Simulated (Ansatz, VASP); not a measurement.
One calculation of Ti, two programs

```
Ti
1.0
     2.95000    0.00000    0.00000
    -1.47500    2.55477    0.00000
     0.00000    0.00000    4.68000
Ti
2
Direct
  0.66667 0.33333 0.75000
  0.33333 0.66667 0.25000
```

Alike in both runs: task single point; functional PBE; k mesh 10 × 10 × 6; occupations gaussian, width 0.024 eV; no spin polarisation.

|  | VASP | Ansatz |
| --- | --- | --- |
| version | VASP 6.6.1 | Ansatz 0.2.0 |
| potentials or method | VASP PAW PBE potentials, release 64 (Ti_sv), cutoff 520 eV | all-electron LAPW, scalar-relativistic |

```csv
,VASP,Ansatz,Ansatz less VASP
gap on the k mesh at the Fermi level (eV),none,none,-
pressure (GPa),-1.7,-1.4,+0.30
"traceless stress, the component that is largest in VASP (GPa)",-0.17,-0.16,+0.011
```

A gap of «none» marks a metal or a gap that the smearing closes. Ansatz ran all-electron here, and VASP with PAW potentials.
